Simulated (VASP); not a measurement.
Wanted: the native input for a VASP 6.6.1 run.

```yaml
Task: single point
Functional: PBEsol
Potentials_or_basis: VASP PAW PBE potentials, release 64 (B, N)
Cutoff: 520 eV
k_mesh: 12 × 12 × 4
Occupations: gaussian, width 0.05 eV
Spin: no spin polarisation
Dipole_correction: no
Further_INCAR_settings: ALGO = Normal; EDIFF = 1e-06; NBANDS = 16
```

The structure of BN lies in POSCAR:

```
BN
1.0
    2.5043488457      0.0000000000      0.0000000000
   -1.2521744229      2.1688297203      0.0000000000
    0.0000000000      0.0000000000      7.0190956742
B N
2 2
Direct
    0.3333333333      0.6666666667      0.2500000000
    0.6666666667      0.3333333333      0.7500000000
    0.2796322201      0.8133808363      0.7500000000
    0.6666666667      0.3333333333      0.2500000000
```

This cell differs from its parent crystal: atom 3 (N) moved -0.450 Å along Cartesian [1 -1 0].

The input as run:

INCAR

```
PREC = Accurate
ENCUT = 520
EDIFF = 1E-6
ISMEAR = 0
SIGMA = 0.05
LREAL = False
LASPH = True
NELM = 80
ALGO = Normal
ISIF = 2
LWAVE = False
LCHARG = True
GGA = PS
LELF = True
LVHAR = True
NBANDS = 16
```

KPOINTS

```
Automatic mesh
0
Gamma
  12 12 4
```

Potentials or basis: VASP PAW PBE potentials, release 64 (B, N).

The run is started by

```bash
$ cat potpaw_PBE.64/B/POTCAR potpaw_PBE.64/N/POTCAR > POTCAR
$ mpirun -np 1 vasp_std > vasp.out
```

It gave:

```
Pressure               : 25.4 GPa
Largest force          : 14.543 eV/Å
Band gap on the k mesh : 1.71 eV, indirect (least direct gap 2.85 eV)
```

Caveat: the cell differs from its parent crystal (atom 3 (N) moved -0.450 Å along Cartesian [1 -1 0]); the PAW data sets were made with another functional, which shifts forces and pressure a little; this functional lacks dispersion, which binds the layers, so the pressure and a relaxed spacing across them are unreliable.

Wall time 74 s on 1 thread of Intel(R) Xeon(R) 6975P-C (Granite Rapids), on a shared host, peak memory 0.23 GiB.
